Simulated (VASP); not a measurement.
Write the native input for VASP 6.6.1 that does the following.

* Task: single point
* Functional: PBEsol
* Potentials or basis: VASP PAW PBE potentials, release 64 (Ta_sv_GW, N)
* Cutoff: 700 eV
* k mesh: 18 × 18 × 18
* Occupations: gaussian, width 0.15 eV
* Spin: no spin polarisation
* Dipole correction: no
* Further INCAR settings: ALGO = Normal; EDIFF = 1e-06; NBANDS = 16

The structure of TaN lies in POSCAR:

```
TaN
1.0
    0.0000000000      2.1874436400      2.2458483852
    2.1874436400      0.0000000000      2.2458483852
    2.1874436400      2.1874436400      0.0000000000
Ta N
1 1
Direct
    0.5000000000      0.5000000000      0.5000000000
    0.0000000000      0.0000000000      0.0000000000
```

This cell differs from its parent crystal: engineering shear strain xz +0.0000, normal strain along z +0.0267.

These files were run (other wordings do the same):

INCAR

```
SYSTEM = TaN
ALGO = Normal
EDIFF = 1E-6
ENCUT = 700
GGA = PS
GGA_COMPAT = .False.
ISIF = 2
ISMEAR = 0
LASPH = .True.
LCHARG = .False.
LREAL = .False.
LWAVE = .False.
NBANDS = 16
NELM = 120
PREC = Accurate
SIGMA = 0.15
```

KPOINTS

```
k-points
0
Gamma
  18 18 18
  0 0 0
```

Potentials or basis: VASP PAW PBE potentials, release 64 (Ta_sv_GW, N).

Run with:

```sh
$ cat potpaw_PBE.64/Ta_sv_GW/POTCAR potpaw_PBE.64/N/POTCAR > POTCAR
$ mpirun -np 1 vasp_std > vasp.out
```

It gave:

```
Pressure               : -8.2 GPa
Band gap on the k mesh : zero (bands 9 and 10 overlap by 3.78 eV)
```

Caveat: the cell differs from its parent crystal (engineering shear strain xz +0.0000, normal strain along z +0.0267); the stress differs along the axes, from -17 to -4 GPa; the PAW data sets were made with another functional, which shifts forces and pressure a little; spin-orbit coupling is left out, which moves the levels of the heavy elements.

It took 2.5 min on 1 thread of Intel(R) Xeon(R) Platinum 8488C (Sapphire Rapids), on a shared host, peak memory 0.4 GiB.
